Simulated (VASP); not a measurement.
## Cl: single point with PBE+D4

Cl:

```xyz
4
Lattice="3.2836 -2.0351 0.0000 3.2836 2.0351 0.0000 0.0000 0.0000 8.0888" Properties=species:S:1:pos:R:3 pbc="T T T"
Cl    3.2836    0.5070    3.1636
Cl    3.2836    1.5281    7.2080
Cl    3.2836   -0.5070    4.9252
Cl    3.2836   -1.5281    0.8808
```

```yaml
Program: VASP 6.6.1
Task: single point
Functional: PBE
Dispersion: D4
Potentials_or_basis: VASP PAW PBE potentials, release 64 (Cl)
Cutoff: 520 eV
k_mesh: 7 × 7 × 4
Occupations: fermi-dirac, width 0.05 eV
Spin: no spin polarisation
```

```
Pressure                   : -0.4 GPa
Largest force              : 0.173 eV/Å
Band gap on the k mesh     : 2.24 eV, direct
Dispersion energy per atom : -0.174 eV
```

Forces on the atoms (eV/Å):
```
Cl   0.000 -0.083  0.152
Cl   0.000  0.083  0.152
Cl   0.000  0.083 -0.152
Cl   0.000 -0.083 -0.152
```

Stress tensor (GPa, compression positive):
```
-0.07  0.00  0.00
 0.00 -0.27  0.00
 0.00  0.00 -0.76
```

Levels at points of the mesh, in eV from the valence-band top:
| k point | band 11 | band 12 | band 13 | band 14 | band 15 | band 16 | band 17 | band 18 |
| --- | --- | --- | --- | --- | --- | --- | --- | --- |
| (0.00, 0.00, 0.00) | -0.99 | -0.37 | -0.20 | 0.00 | 2.24 | 3.09 | 6.87 | 7.23 |
| (0.00, 0.00, 0.50) | -0.83 | -0.83 | -0.10 | -0.10 | 2.59 | 2.59 | 7.33 | 7.33 |

Wall time 42 s on 1 thread of Intel(R) Xeon(R) 6975P-C (Granite Rapids), on a shared host, peak memory 0.24 GiB.

A k mesh can miss the band edges.
